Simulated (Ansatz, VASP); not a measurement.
**Sn2Sb2Te: VASP beside Ansatz**

```
CELL_PARAMETERS angstrom
5.50096 0.00000 0.00000
-2.75048 4.76397 0.00000
0.00000 0.00000 6.22118
ATOMIC_POSITIONS crystal
Sn 0.33333 0.66667 0.50000
Sn 0.66667 0.33333 0.50000
Sb 0.33333 0.66667 0.00000
Sb 0.66667 0.33333 0.00000
Te 0.00000 0.00000 0.50000
```

Alike in both runs: functional PBE; k mesh 12 × 12 × 6; occupations gaussian, width 0.1 eV; no spin polarisation.

Ansatz relaxed the structure, and its values are those at the end. VASP's run is a single point on that final structure, the one shown.

|  | VASP | Ansatz |
| --- | --- | --- |
| version | VASP 6.6.1 | Ansatz 0.2.0 |
| potentials or method | VASP PAW PBE potentials, release 64 (Sn_d, Sb, Te), cutoff 520 eV | scalar-relativistic, plane waves, PAW |
| valence electrons in the cell | 44 | 74 |

|  | VASP | Ansatz | Ansatz less VASP |
| --- | --- | --- | --- |
| gap on the k mesh at the Fermi level (eV) | none | none | - |
| pressure (GPa) | 0.0 | 0.0 | +0.03 |

A gap of «none» marks a metal or a gap that the smearing closes. VASP's potentials hold 44 valence electrons a cell and Ansatz's 74, so a difference there can come from the potentials and not from the codes.

Neither program's run includes spin-orbit coupling.
